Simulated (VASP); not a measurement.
# NbN (Fm-3m) in VASP: notebook, part 2 of 2

VASP 6.6.1.

## (5) Single point, PBE (11.45 Å³/atom)

This run uses another cell than the first one, of 11.45 Å³/atom.

File INCAR:

```
ALGO = Normal
EDIFF = 1E-6
ENCUT = 600
GGA = PE
GGA_COMPAT = False
ISIF = 2
ISMEAR = 0
LASPH = True
LCHARG = True
LELF = True
LREAL = False
LVHAR = True
LWAVE = False
NBANDS = 16
NELM = 120
PREC = Accurate
SIGMA = 0.1
```

File KPOINTS:

```
k-points
0
Gamma
  16 16 16
```

File POSCAR:

```
NbN
1.0
    0.0000000000      2.2541310021      2.2541310021
    2.2541310021      0.0000000000      2.2541310021
    2.2541310021      2.2541310021      0.0000000000
Nb N
1 1
Direct
    0.5000000000      0.5000000000      0.5000000000
    0.0000000000      0.0000000000      0.0000000000
```

Potentials or basis: VASP PAW PBE potentials, release 64 (Nb_sv, N).

Run with:

```
> cat potpaw_PBE.64/Nb_sv/POTCAR potpaw_PBE.64/N/POTCAR > POTCAR
> mpirun -np 1 vasp_std > vasp.out
```

OUTCAR:

```text
EDIFF = 1E-6
   ENCUT = 600
   GGA = PE
   ISIF = 2
   ISMEAR = 0
   LASPH = True
   LREAL = False
   NELM = 120
   PREC = Accurate

 ion  position               nearest neighbor table
   1  0.500  0.500  0.500-   2 2.25   2 2.25   2 2.25   2 2.25   2 2.25   2 2.25
   2  0.000  0.000  0.000-   1 2.25   1 2.25   1 2.25   1 2.25   1 2.25   1 2.25

  LATTYP: Found a face centered cubic cell.
 ALAT       =     4.5082620042

  Lattice vectors:

 A1 = (   0.0000000000,   2.2541310021,   2.2541310021)
 A2 = (   2.2541310021,   0.0000000000,   2.2541310021)
 A3 = (   2.2541310021,   2.2541310021,   0.0000000000)

Analysis of symmetry for initial positions (statically):
=====================================================================
 Subroutine PRICEL returns:
 Original cell was already a primitive cell.

 Routine SETGRP: Setting up the symmetry group for a
 face centered cubic supercell.

 Subroutine GETGRP returns: Found 48 space group operations
 (whereof 48 operations were pure point group operations)
 out of a pool of 48 trial point group operations.

The static configuration has the point symmetry O_h .

Analysis of symmetry for dynamics (positions and initial velocities):
=====================================================================
 Subroutine PRICEL returns:
 Original cell was already a primitive cell.

 Routine SETGRP: Setting up the symmetry group for a
 face centered cubic supercell.

 Subroutine GETGRP returns: Found 48 space group operations
 (whereof 48 operations were pure point group operations)
 out of a pool of 48 trial point group operations.

The dynamic configuration has the point symmetry O_h .

 Subroutine INISYM returns: Found 48 space group operations
 (whereof 48 operations are pure point group operations),
 and found     1 'primitive' translations

----------------------------------------------------------------------------------------

                                     Primitive cell

  volume of cell :      22.9070

  direct lattice vectors                    reciprocal lattice vectors
     0.000000000  2.254131002  2.254131002    -0.221814970  0.221814970  0.221814970
     2.254131002  0.000000000  2.254131002     0.221814970 -0.221814970  0.221814970
     2.254131002  2.254131002  0.000000000     0.221814970  0.221814970 -0.221814970

  length of vectors
     3.187822635  3.187822635  3.187822635     0.384194797  0.384194797  0.384194797

  position of ions in fractional coordinates (direct lattice)
     0.500000000  0.500000000  0.500000000
     0.000000000  0.000000000  0.000000000

  ion indices of the primitive-cell ions
   primitive index   ion index
                 1           1
                 2           2

----------------------------------------------------------------------------------------

 KPOINTS: k-points

Automatic generation of k-mesh.
 Grid dimensions read from file:
 generate k-points for:   16   16   16

 Generating k-lattice:

  Cartesian coordinates                     Fractional coordinates (reciprocal lattice)
    -0.013863436  0.013863436  0.013863436     0.062500000  0.000000000  0.000000000
     0.013863436 -0.013863436  0.013863436     0.000000000  0.062500000  0.000000000
     0.013863436  0.013863436 -0.013863436     0.000000000  0.000000000  0.062500000

  Length of vectors
     0.024012175  0.024012175  0.024012175

  Shift w.r.t. Gamma in fractional coordinates (k-lattice)
     0.000000000  0.000000000  0.000000000

 Subroutine IBZKPT returns following result:
 ===========================================

 Found    145 irreducible k-points:

 Following reciprocal coordinates:
            Coordinates               Weight
  0.000000  0.000000  0.000000      1.000000
  0.062500  0.000000  0.000000      8.000000
  0.125000  0.000000  0.000000      8.000000
  0.187500  0.000000  0.000000      8.000000
  0.250000  0.000000  0.000000      8.000000
  0.312500  0.000000  0.000000      8.000000
[... 16 lines left out ...]
 -0.125000  0.062500  0.000000     24.000000
 -0.062500  0.062500  0.000000     12.000000
 [... further k-points ...]
   k-points           NKPTS =    145   k-points in BZ     NKDIM =    145   number of bands    NBANDS=     16
   number of dos      NEDOS =    301   number of ions     NIONS =      2
   total plane-waves  NPLWV =  21952
   dimension x,y,z NGX =    28 NGY =   28 NGZ =   28
   dimension x,y,z NGXF=    56 NGYF=   56 NGZF=   56
   ions per type =               1   1
   NGX,Y,Z   is equivalent  to a cutoff of  14.60, 14.60, 14.60 a.u.
   NGXF,Y,Z  is equivalent  to a cutoff of  29.20, 29.20, 29.20 a.u.
 SYSTEM =  unknown system
   PREC   = accura    normal or accurate (medium, high low for compatibility)
   ISTART =      0    job   : 0-new  1-cont  2-samecut
   ICHARG =      2    charge: 1-file 2-atom 10-const
   ISPIN  =      1    spin polarized calculation?
   LNONCOLLINEAR =      F non collinear calculations
   LSORBIT =      F    spin-orbit coupling
   LASPH  =      T    aspherical Exc in radial PAW
   ENCUT  =  600.0 eV  44.10 Ry    6.64 a.u.   6.37  6.37  6.37*2*pi/ulx,y,z
   NELM   =    120;   NELMIN=  2; NELMDL= -5     # of ELM steps
   EDIFF  = 0.1E-05   stopping-criterion for ELM
   LREAL  =      F    real-space projection
   EDIFFG = 0.1E-04   stopping-criterion for IOM
   NSW    =      0    number of steps for IOM
   IBRION =     -1    ionic relax: 0-MD 1-quasi-New 2-CG
   NFREE  =      0    steps in history (QN), initial steepest desc. (CG)
   ISIF   =      2    stress and relaxation
   ISYM   =      2    0-nonsym 1-usesym 2-fastsym
   POTIM  = 0.5000    time-step for ionic-motion
   TEBEG  =    0.0;   TEEND  =   0.0 temperature during run
   PSTRESS=    0.0 pullay stress
   NELECT =      18.0000    total number of electrons
   NUPDOWN=      -1.0000    fix difference up-down
   EMIN   =  10.00;   EMAX   =-10.00  energy-range for DOS
   EFERMI =   0.00;   METHOD = LEGACY
   ISMEAR =     0;   SIGMA  =   0.10  broadening in eV -4-tet -1-fermi 0-gaus
   EFERMI_NEDOS =   21; number of points for ismear=-14 and -15
   IALGO  =     38    algorithm
   IMIX   =      4    mixing-type and parameters
     AMIX     =   0.40;   BMIX     =  1.00
     AMIX_MAG =   1.60;   BMIX_MAG =  1.00
  volume/ion in A,a.u.               =      11.45        77.29
  Fermi-wavevector in a.u.,A,eV,Ry     =   1.510694  2.854798 31.051168  2.282196
  Thomas-Fermi vector in A             =   2.620850
   LORBIT       =      0    0 simple, 1 ext, 2 COOP (PROOUT), +10 PAW based schemes
   GGA     = PE    functional components
   LHFCALC =     F    Hartree Fock is set to
   AEXX    =    0.0000 exact exchange contribution
   IVDW    =     0    specifies the selected vdW correction
   LEPSILON=     F    determine dielectric tensor
   LRPA    =     F    only Hartree local field effects (RPA)
 non-spin polarized calculation
 Gauss-broadening in eV      SIGMA  =   0.10
  energy-cutoff  :      600.00
  volume of cell :       22.91
 maximum number of plane-waves:       778
 NGX is ok and might be reduce to    28
   NGX = 13   NGY = 13   NGZ = 13

 number of electron      18.0000001 magnetization

 Free energy of the ion-electron system (eV)
  ---------------------------------------------------
  ext. energy  EPLUGINS =         0.00000000
  ---------------------------------------------------
  free energy    TOTEN  =       -20.46807839 eV

  energy without entropy =      -20.46128771  energy(sigma->0) =      -20.46468305

 E-fermi :  12.7789     XC(G=0): -12.9494

 val. band max:       12.7743981870   @ k =  -0.3125   0.3125   0.1250
 cond. band min:      12.7893436375   @ k =  -0.2500   0.3750   0.1250
 fundamental gap:      0.0149454505
 Fermi energy:        12.7788643848

 k-point     1 :       0.0000    0.0000    0.0000
  band No.  band energies     occupation
      1     -43.6841      2.00000
      2     -19.4032      2.00000
      3     -19.4032      2.00000
      4     -19.4032      2.00000
      5      -4.3353      2.00000
      6       9.6694      2.00000
[... 8 lines left out ...]
     15      22.2444      0.00000
     16      34.1675      0.00000
[... 419 lines left out ...]
 k-point    24 :      -0.0625    0.0625    0.0000
  band No.  band energies     occupation
      1     -43.6747      2.00000
      2     -19.4802      2.00000
      3     -19.4232      2.00000
      4     -19.4049      2.00000
      5      -4.1455      2.00000
      6       8.6084      2.00000
[... 8 lines left out ...]
     15      22.8352      0.00000
     16      32.1857      0.00000

 [... further k-points ...]
[... 5 lines left out ...]
  --------------------------------------------------------------------------------------
  -------------------------------------------------------------------------------------
  Total       -2.3341449     -2.3341449     -2.3341449      0.0000000      0.0000000      0.0000000
  in kB     -163.2566715   -163.2566715   -163.2566715      0.0000000      0.0000000      0.0000000
  external PRESSURE =    -163.2566715 kB  Pullay stress =       0.0000000 kB

 VOLUME and BASIS-vectors are now :
 -----------------------------------------------------------------------------
  energy-cutoff  :      600.00
  volume of cell :       22.91
      direct lattice vectors                 reciprocal lattice vectors
     0.000000000  2.254131002  2.254131002    -0.221814970  0.221814970  0.221814970
     2.254131002  0.000000000  2.254131002     0.221814970 -0.221814970  0.221814970
     2.254131002  2.254131002  0.000000000     0.221814970  0.221814970 -0.221814970

 POSITION                                       TOTAL-FORCE (eV/Angst)
 -----------------------------------------------------------------------------------
      2.25413      2.25413      2.25413        -0.000000      0.000000      0.000000
      0.00000      0.00000      0.00000         0.000000     -0.000000     -0.000000
 -----------------------------------------------------------------------------------
    total drift:                                0.000000      0.000000      0.000000

  FREE ENERGIE OF THE ION-ELECTRON SYSTEM (eV)
  ---------------------------------------------------
  free  energy   TOTEN  =       -20.4680783935 eV

  energy  without entropy=      -20.4612877071  energy(sigma->0) =      -20.46468305
```

OSZICAR:

```text
N       E                     dE             d eps       ncg     rms          rms(c)
DAV:   1     0.163774381461E+03    0.16377E+03   -0.10892E+04  4640   0.131E+03
DAV:   2    -0.136129312334E+02   -0.17739E+03   -0.16931E+03  5464   0.424E+02
DAV:   3    -0.237858870207E+02   -0.10173E+02   -0.99892E+01  8648   0.852E+01
DAV:   4    -0.239624611129E+02   -0.17657E+00   -0.17639E+00  5272   0.895E+00
DAV:   5    -0.239659569771E+02   -0.34959E-02   -0.34954E-02  6784   0.134E+00    0.120E+01
DAV:   6    -0.207194437119E+02    0.32465E+01   -0.97511E+00  7040   0.317E+01    0.479E+00
DAV:   7    -0.204925288647E+02    0.22691E+00   -0.84847E-01  6032   0.932E+00    0.244E+00
DAV:   8    -0.204761770888E+02    0.16352E-01   -0.20668E-01  7208   0.480E+00    0.102E+00
DAV:   9    -0.204685101430E+02    0.76669E-02   -0.38992E-02  6368   0.237E+00    0.407E-01
DAV:  10    -0.204681961916E+02    0.31395E-03   -0.36569E-03  6344   0.769E-01    0.853E-02
DAV:  11    -0.204680744354E+02    0.12176E-03   -0.44640E-04  5856   0.209E-01    0.375E-02
DAV:  12    -0.204680793300E+02   -0.48946E-05   -0.23523E-05  6000   0.467E-02    0.124E-02
DAV:  13    -0.204680779762E+02    0.13538E-05   -0.48579E-06  6360   0.244E-02    0.419E-03
DAV:  14    -0.204680783935E+02   -0.41734E-06   -0.56985E-07  3296   0.953E-03
   1 F= -.20468078E+02 E0= -.20464683E+02  d E =-.679069E-02
```

Run time: 35 s. Hardware: 1 thread of Intel Xeon 6975P-C (Granite Rapids), shared host; peak memory 0.2 GiB.

What came out:

```yaml
Free_energy: -20.4681 eV
Pressure: -16.3 GPa
Band_gap_on_the_k_mesh: zero (bands 9 and 10 overlap by 3.10 eV)
```

Caveat: the cell stands under tension.

## (6) Single point, PBE (11.89 Å³/atom)

This run uses another cell than the first one, of 11.89 Å³/atom.

File INCAR:

```
  ALGO = Normal
  EDIFF = 1E-6
  ENCUT = 600
  GGA = PE
  GGA_COMPAT = False
  ISIF = 2
  ISMEAR = 0
  LASPH = True
  LCHARG = False
  LREAL = False
  LWAVE = False
  NBANDS = 16
  NELM = 120
  PREC = Accurate
  SIGMA = 0.1
```

KPOINTS is that of step 5.

File POSCAR:

```
NbN
1.0
    0.0000000000      2.2821354929      2.2821354929
    2.2821354929      0.0000000000      2.2821354929
    2.2821354929      2.2821354929      0.0000000000
Nb N
1 1
Direct
    0.5000000000      0.5000000000      0.5000000000
    0.0000000000      0.0000000000      0.0000000000
```

Potentials or basis: VASP PAW PBE potentials, release 64 (Nb_sv, N).

Run with:

```
> cat potpaw_PBE.64/Nb_sv/POTCAR potpaw_PBE.64/N/POTCAR > POTCAR
> mpirun -np 1 vasp_std > vasp.out
```

Wall time 34 s (1 thread of Intel Xeon 6975P-C (Granite Rapids), shared host); peak memory 0.21 GiB.

The run converged. Its results:

| Property | Result |
| --- | --- |
| Free energy | -20.3594 eV |
| Pressure | -24.2 GPa |
| Band gap on the k mesh | zero (bands 9 and 10 overlap by 2.93 eV) |

Levels at points of the mesh, in eV from the Fermi level:
| k point | band 6 | band 7 | band 8 | band 9 | band 10 | band 11 | band 12 | band 13 |
| --- | --- | --- | --- | --- | --- | --- | --- | --- |
| (0.00, 0.00, 0.00) | -3.00 | -3.00 | -3.00 | -1.73 | -1.73 | -1.73 | -0.14 | -0.14 |
| (0.50, 0.00, 0.00) | -8.30 | -6.28 | -6.28 | 1.20 | 1.20 | 1.64 | 4.21 | 5.78 |
| (0.50, 0.50, 0.00) | -5.51 | -4.34 | -3.72 | -3.72 | 1.32 | 2.29 | 2.29 | 3.08 |

Caveat: the cell stands under tension.

## (7) Overview

| cell | gap on the mesh (eV) | pressure (GPa) |
| --- | --- | --- |
| a = 3.095 Å, angles 60.0°, 2 atoms | none | 9.3 |
| a = 3.103 Å, angles 60.0°, 2 atoms | none | 6.4 |
| a = 3.157 Å, angles 60.0°, 2 atoms | none | -9.1 |
| a = 3.188 Å, angles 60.0°, 2 atoms | none | -16.3 |
| a = 3.227 Å, angles 60.0°, 2 atoms | none | -24.2 |

Alike in all rows: task single point; level PBE; potentials or basis VASP PAW PBE potentials, release 64 (Nb_sv, N); no spin polarisation; k mesh 16 × 16 × 16; cutoff (eV) 600; smearing gaussian 0.1 eV.

Caveats: the cell stands under tension (at least some runs); the cell stands under pressure (at least some runs).

Total energies depend on the potentials used, so only differences within one code and one set of settings carry meaning.
